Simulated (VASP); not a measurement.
# GeSb3O2 (P-6m2) in VASP: a series of runs

The runs below take GeSb3O2 through relaxation of cell and atoms, single point, with PBE.

All numbers are computed with VASP 6.6.1; they aren't measurements. Logs are shortened: lines on timing, memory, paths and dates and some standing lists are left out, and cuts for length are marked.

## 1. The cell of the first run

Symmetry: P-6m2, No. 187, hexagonal system. Conventional cell: a = 4.213 Å, b = 4.213 Å, c = 8.873 Å, α = 90.00°, β = 90.00°, γ = 120.00°. Within 3.3 Å of Ge (site symmetry -6m2) lie 3 Sb at 2.43 Å and 6 O at 3.27 Å. Sb (site symmetry -6m2) has 3 Sb at 2.43 Å and 6 O at 3.31 Å within 3.4 Å. Sb (site symmetry -6m2) has 3 Ge at 2.43 Å and 6 O at 3.27 Å within 3.3 Å. Within 3.4 Å of Sb (site symmetry -6m2) lie 3 Sb at 2.43 Å and 6 O at 3.31 Å. O (site symmetry 3m) has 3 Ge at 3.27 Å and 9 Sb at 3.27 to 3.31 Å and 8 O at 4.21 to 4.50 Å within 4.6 Å.

The cell was generated, and may not be a known phase.

## 2. Relaxation of cell and atoms, PBE

INCAR

```
PREC     = Accurate       # precision mode
ENCUT    = 600            # plane-wave cutoff, eV
EDIFF    = 1E-6           # SCF threshold, eV
ISMEAR   = 0              # smearing method
SIGMA    = 0.1            # smearing width, eV
LREAL    = F              # projectors in reciprocal space
LASPH    = T              # aspherical terms in the spheres
NELM     = 60             # most SCF steps
ALGO     = Normal         # electronic algorithm
ISIF     = 3              # what is computed and relaxed
LWAVE    = F              # write WAVECAR
LCHARG   = F              # write CHGCAR
GGA      = PE             # functional
IBRION   = 2              # ionic algorithm
NSW      = 90             # ionic steps
EDIFFG   = -0.04          # ionic threshold
```

KPOINTS

```
Automatic mesh
0
Gamma
  6 6 2
```

POSCAR

```
GeSb3O2
1.0
    4.2130143400      0.0000000000      0.0000000000
   -2.1065071700      3.6485774400      0.0000000000
    0.0000000000      0.0000000000      8.8725395400
Ge Sb O
1 3 2
Direct
    0.6666666700      0.3333333300      0.0000000000
    0.6666666700      0.3333333300      0.5000000000
    0.0000000000      0.0000000000      0.0000000000
    0.0000000000      0.0000000000      0.5000000000
    0.3333333300      0.6666666700      0.2462391900
    0.3333333300      0.6666666700      0.7537608100
```

Potentials or basis: VASP PAW PBE potentials, release 64 (Ge_d, Sb, O).

Run with:

```
> cat potpaw_PBE.64/Ge_d/POTCAR potpaw_PBE.64/Sb/POTCAR potpaw_PBE.64/O/POTCAR > POTCAR
> mpirun -np 1 vasp_std > vasp.out
```

OUTCAR:

```text
PREC = Accurate
   ENCUT = 600
   EDIFF = 1E-6
   ISMEAR = 0
   LREAL = F
   LASPH = T
   NELM = 60
   ISIF = 3
   GGA = PE
   IBRION = 2
   NSW = 90
   EDIFFG = -0.04

 ion  position               nearest neighbor table
   1  0.667  0.333  0.000-   3 2.43   3 2.43   3 2.43
   2  0.667  0.333  0.500-   4 2.43   4 2.43   4 2.43
   3  0.000  0.000  0.000-   1 2.43   1 2.43   1 2.43
   4  0.000  0.000  0.500-   2 2.43   2 2.43   2 2.43
   5  0.333  0.667  0.246-
   6  0.333  0.667  0.754-

  LATTYP: Found a hexagonal cell.
 ALAT       =     4.2130143400
 C/A-ratio  =     2.1059837029

  Lattice vectors:

 A1 = (   4.2130143400,   0.0000000000,   0.0000000000)
 A2 = (  -2.1065071700,   3.6485774400,   0.0000000000)
 A3 = (   0.0000000000,   0.0000000000,   8.8725395400)

Analysis of symmetry for initial positions (statically):
=====================================================================
 Subroutine PRICEL returns:
 Original cell was already a primitive cell.

 Routine SETGRP: Setting up the symmetry group for a
 hexagonal supercell.

 Subroutine GETGRP returns: Found 12 space group operations
 (whereof 12 operations were pure point group operations)
 out of a pool of 24 trial point group operations.

The static configuration has the point symmetry D_3h.

Analysis of symmetry for dynamics (positions and initial velocities):
=====================================================================
 Subroutine PRICEL returns:
 Original cell was already a primitive cell.

 Routine SETGRP: Setting up the symmetry group for a
 hexagonal supercell.

 Subroutine GETGRP returns: Found 12 space group operations
 (whereof 12 operations were pure point group operations)
 out of a pool of 24 trial point group operations.

The dynamic configuration has the point symmetry D_3h.

 Subroutine INISYM returns: Found 12 space group operations
 (whereof 12 operations are pure point group operations),
 and found     1 'primitive' translations

----------------------------------------------------------------------------------------

                                     Primitive cell

  volume of cell :     136.3843

  direct lattice vectors                    reciprocal lattice vectors
     4.213014340  0.000000000  0.000000000     0.237359743  0.137039712  0.000000000
    -2.106507170  3.648577440  0.000000000     0.000000000  0.274079423  0.000000000
     0.000000000  0.000000000  8.872539540     0.000000000  0.000000000  0.112707303

  length of vectors
     4.213014340  4.213014336  8.872539540     0.274079423  0.274079423  0.112707303

  position of ions in fractional coordinates (direct lattice)
     0.666666670  0.333333330  0.000000000
[... 59 lines left out ...]
   total plane-waves  NPLWV =  93312
   dimension x,y,z NGX =    36 NGY =   36 NGZ =   72
   dimension x,y,z NGXF=    72 NGYF=   72 NGZF=  144
   ions per type =               1   3   2
   NGX,Y,Z   is equivalent  to a cutoff of  14.21, 14.21, 13.49 a.u.
   NGXF,Y,Z  is equivalent  to a cutoff of  28.41, 28.41, 26.98 a.u.
 SYSTEM =  unknown system
   PREC   = accura    normal or accurate (medium, high low for compatibility)
   ISTART =      0    job   : 0-new  1-cont  2-samecut
   ICHARG =      2    charge: 1-file 2-atom 10-const
   ISPIN  =      1    spin polarized calculation?
   LNONCOLLINEAR =      F non collinear calculations
   LSORBIT =      F    spin-orbit coupling
   LASPH  =      T    aspherical Exc in radial PAW
   ENCUT  =  600.0 eV  44.10 Ry    6.64 a.u.   8.41  8.41 17.72*2*pi/ulx,y,z
   NELM   =     60;   NELMIN=  2; NELMDL= -5     # of ELM steps
   EDIFF  = 0.1E-05   stopping-criterion for ELM
   LREAL  =      F    real-space projection
   EDIFFG = -.4E-01   stopping-criterion for IOM
   NSW    =     90    number of steps for IOM
   IBRION =      2    ionic relax: 0-MD 1-quasi-New 2-CG
   NFREE  =      1    steps in history (QN), initial steepest desc. (CG)
   ISIF   =      3    stress and relaxation
   ISYM   =      2    0-nonsym 1-usesym 2-fastsym
   POTIM  = 0.5000    time-step for ionic-motion
   TEBEG  =    0.0;   TEEND  =   0.0 temperature during run
   PSTRESS=    0.0 pullay stress
   NELECT =      41.0000    total number of electrons
   NUPDOWN=      -1.0000    fix difference up-down
   EMIN   =  10.00;   EMAX   =-10.00  energy-range for DOS
   EFERMI =   0.00;   METHOD = LEGACY
   ISMEAR =     0;   SIGMA  =   0.10  broadening in eV -4-tet -1-fermi 0-gaus
   EFERMI_NEDOS =   21; number of points for ismear=-14 and -15
   IALGO  =     38    algorithm
   IMIX   =      4    mixing-type and parameters
     AMIX     =   0.40;   BMIX     =  1.00
     AMIX_MAG =   1.60;   BMIX_MAG =  1.00
  volume/ion in A,a.u.               =      22.73       153.39
  Fermi-wavevector in a.u.,A,eV,Ry     =   1.096683  2.072431 16.363926  1.202715
  Thomas-Fermi vector in A             =   2.233030
   LORBIT       =      0    0 simple, 1 ext, 2 COOP (PROOUT), +10 PAW based schemes
   GGA     = PE    functional components
   LHFCALC =     F    Hartree Fock is set to
   AEXX    =    0.0000 exact exchange contribution
   IVDW    =     0    specifies the selected vdW correction
   LEPSILON=     F    determine dielectric tensor
   LRPA    =     F    only Hartree local field effects (RPA)
 conjugate gradient relaxation of ions
 non-spin polarized calculation
 Gauss-broadening in eV      SIGMA  =   0.10
  energy-cutoff  :      600.00
  volume of cell :      136.38
 maximum number of plane-waves:      4596
 NGX is ok and might be reduce to    36
   NGX = 17   NGY = 17   NGZ = 35

--------------------------------------- Ionic step        1  -------------------------------------------

 number of electron      41.0000011 magnetization

 Free energy of the ion-electron system (eV)
  ---------------------------------------------------
  ext. energy  EPLUGINS =         0.00000000
  ---------------------------------------------------
  free energy    TOTEN  =       -19.04550709 eV

  energy without entropy =      -19.02086172  energy(sigma->0) =      -19.03318441

 E-fermi :   5.1100     XC(G=0):  -9.4704

 val. band max:        5.0918708426   @ k =   0.3333   0.3333   0.0000
 cond. band min:       5.1112502020   @ k =   0.1667   0.1667   0.5000
 fundamental gap:      0.0193793594
 Fermi energy:         5.1099843669
[... 877 lines left out ...]
     23       5.0559      0.00000
     24       6.6143      0.00000

[... ionic steps 4 to 15 ...]

--------------------------------------- Ionic step       16  -------------------------------------------

 number of electron      40.9999992 magnetization

------------------------ aborting loop because EDIFF is reached ----------------------------------------
[... 75 lines left out ...]
--------------------------------------- Ionic step       18  -------------------------------------------

 number of electron      40.9999991 magnetization

 Free energy of the ion-electron system (eV)
  ---------------------------------------------------
  ext. energy  EPLUGINS =         0.00000000
  ---------------------------------------------------
  free energy    TOTEN  =       -23.92860952 eV

  energy without entropy =      -23.90113177  energy(sigma->0) =      -23.91487065

 E-fermi :   6.4963     XC(G=0): -10.4455

 val. band max:        6.4890460723   @ k =   0.1667  -0.0000   0.5000
 cond. band min:       6.4979982756   @ k =   0.3333   0.1667   0.0000
 fundamental gap:      0.0089522033
 Fermi energy:         6.4962831500
[... 409 lines left out ...]
  FREE ENERGIE OF THE ION-ELECTRON SYSTEM (eV)
  ---------------------------------------------------
  free  energy   TOTEN  =       -23.9286095232 eV

  energy  without entropy=      -23.9011317716  energy(sigma->0) =      -23.91487065

 reached required accuracy - stopping structural energy minimisation
```

CONTCAR:

```text
GeSb3O2
   1.00000000000000
     4.6825020101848462    0.0000000000000000    0.0000000000000000
    -2.3412510050924231    4.0551656876553110   -0.0000000000000000
     0.0000000000000000   -0.0000000000000000    6.1526765613228500
  Ge              Sb              O
     1     3     2
Direct
     0.6666666699999979    0.3333333300000021    0.0000000000000000
     0.6666666699999979    0.3333333300000021    0.5000000000000000
     0.0000000000000000    0.0000000000000000    0.0000000000000000
     0.0000000000000000    0.0000000000000000    0.5000000000000000
     0.3333333300000021    0.6666666699999979    0.2604459592962802
     0.3333333300000021    0.6666666699999979    0.7395540407037196

  0.00000000E+00  0.00000000E+00  0.00000000E+00
  0.00000000E+00  0.00000000E+00  0.00000000E+00
  0.00000000E+00  0.00000000E+00  0.00000000E+00
  0.00000000E+00  0.00000000E+00  0.00000000E+00
  0.00000000E+00  0.00000000E+00  0.00000000E+00
  0.00000000E+00  0.00000000E+00  0.00000000E+00
```

It took 11 min on 1 thread of AMD EPYC 7R13 (Zen 3), shared host; peak memory 0.31 GiB.

What came out:

* Free energy: -23.9286 eV
* Relaxed volume: 19.47 Å³/atom
* Relaxed cell: a = 4.683 Å, b = 4.683 Å, c = 6.153 Å, α = 90.00°, β = 90.00°, γ = 120.00°
* Space group after relaxing (to 0.1 Å): P-6m2 (No. 187)
* Energy gained by relaxing: 813.9 meV/atom
* Ionic steps: 18
* Pressure after relaxing: 0.0 GPa
* Largest force after relaxing: 0.011 eV/Å
* Band gap on the k mesh: zero (an odd number of electrons rules out a gap without spin polarisation)

Forces on the atoms (eV/Å):
```
Ge   0.000  0.000  0.000
Sb   0.000  0.000  0.000
Sb   0.000  0.000  0.000
Sb   0.000  0.000  0.000
O    0.000  0.000  0.011
O    0.000  0.000 -0.011
```

Stress tensor (GPa, compression positive):
```
-0.03  0.00  0.00
 0.00 -0.03  0.00
 0.00  0.00  0.10
```

The path:
```csv
step,energy change (eV),largest force (eV/Å),pressure (GPa),volume (Å³)
1,0.0000,0.0669,12.65,136.38
2,-2.5740,0.0664,-8.02,171.30
3,-2.7454,0.0587,-4.72,162.00
4,-3.6050,0.1792,-4.86,147.75
5,-4.2938,0.2100,8.51,105.76
6,-4.6283,0.3284,-3.52,127.84
7,-4.8425,0.2792,-0.29,116.76
8,-4.8480,0.2862,-1.11,118.52
9,-4.8476,0.2832,-0.76,117.66
10,-4.8611,0.2483,0.99,115.17
11,-4.8619,0.2561,0.71,115.62
12,-4.8742,0.1746,0.35,116.43
13,-4.8780,0.0690,-0.10,117.48
14,-4.8783,0.0878,-0.02,117.28
15,-4.8821,0.0225,-0.42,117.53
16,-4.8822,0.0297,-0.38,117.50
17,-4.8827,0.0029,0.23,116.36
18,-4.8831,0.0108,0.01,116.83
```

Final structure:
```yaml
crystal:
  lattice:
    - [4.68250, 0.00000, 0.00000]
    - [-2.34125, 4.05517, 0.00000]
    - [0.00000, 0.00000, 6.15268]
  atoms:
    - { symbol: Ge, position: [0.66667, 0.33333, 0.00000] }
    - { symbol: Sb, position: [0.66667, 0.33333, 0.50000] }
    - { symbol: Sb, position: [0.00000, 0.00000, 0.00000] }
    - { symbol: Sb, position: [0.00000, 0.00000, 0.50000] }
    - { symbol: O, position: [0.33333, 0.66667, 0.26045] }
    - { symbol: O, position: [0.33333, 0.66667, 0.73955] }
```

Caveat: a cell axis changed by over 15 % at a fixed basis, so the end point is rough; spin-orbit coupling is left out, which moves the levels of the heavy elements; an odd number of electrons without spin polarisation forces a metal; a magnetic or distorted state may lie lower.

## 3. Single point, PBE

This run uses another cell than the first one, of 19.29 Å³/atom.

INCAR

```
SYSTEM = GeSb3O2
  PREC = Accurate
  ENCUT = 520
  EDIFF = 1E-7
  ISMEAR = 0
  SIGMA = 0.1
  LREAL = .FALSE.
  LASPH = .TRUE.
  NELM = 80
  ALGO = Normal
  ISIF = 2
  LWAVE = .FALSE.
  LCHARG = .TRUE.
  GGA = PE
  LELF = .TRUE.
  LVHAR = .TRUE.
  NBANDS = 30
```

KPOINTS

```
Automatic mesh
0
G
  12 12 6
  0 0 0
```

POSCAR

```
GeSb3O2
1.0
    4.7293796126      0.0000000000      0.0000000000
   -2.3646898063      4.0957628887      0.0000000000
    0.0000000000      0.0000000000      5.9754766537
Ge Sb O
1 3 2
Direct
    0.6666666667      0.3333333333      0.0000000000
    0.6666666667      0.3333333333      0.5000000000
    0.0000000000      0.0000000000      0.0000000000
    0.0000000000      0.0000000000      0.5000000000
    0.3333333333      0.6666666667      0.2610242535
    0.3333333333      0.6666666667      0.7389757465
```

Potentials or basis: VASP PAW PBE potentials, release 64 (Ge_d, Sb, O).

Run with:

```
> cat potpaw_PBE.64/Ge_d/POTCAR potpaw_PBE.64/Sb/POTCAR potpaw_PBE.64/O/POTCAR > POTCAR
> mpirun -np 1 vasp_std > vasp.out
```

Wall time 4.3 min (1 thread of AMD EPYC 7R13 (Zen 3), shared host); peak memory 0.37 GiB.

Results (log left out):

```yaml
Free_energy: -24.1252 eV
Pressure: -0.1 GPa
Largest_force: 0.005 eV/Å
Band_gap_on_the_k_mesh: zero (an odd number of electrons rules out a gap without spin polarisation)
```

Forces on the atoms (eV/Å):
```
Ge   0.000  0.000  0.000
Sb   0.000  0.000  0.000
Sb   0.000  0.000  0.000
Sb   0.000  0.000  0.000
O    0.000  0.000  0.005
O    0.000  0.000 -0.005
```

Stress tensor (GPa, compression positive):
```
-0.05  0.00  0.00
 0.00 -0.05  0.00
 0.00  0.00 -0.13
```

Levels at points of the mesh, in eV from the Fermi level:
| k point | band 18 | band 19 | band 20 | band 21 | band 22 | band 23 |
| --- | --- | --- | --- | --- | --- | --- |
| (0.00, 0.00, 0.00) | -1.23 | -1.23 | -1.04 | -1.04 | -0.54 | -0.13 |
| (0.50, 0.00, 0.00) | -0.76 | -0.67 | 0.01 | 0.03 | 0.17 | 2.71 |
| (0.00, 0.00, 0.50) | -2.00 | -2.00 | -1.68 | -1.68 | 0.05 | 0.13 |
| (0.50, 0.00, 0.50) | -0.20 | -0.13 | 0.55 | 0.67 | 0.82 | 1.03 |

Caveat: spin-orbit coupling is left out, which moves the levels of the heavy elements; an odd number of electrons without spin polarisation forces a metal; a magnetic or distorted state may lie lower.
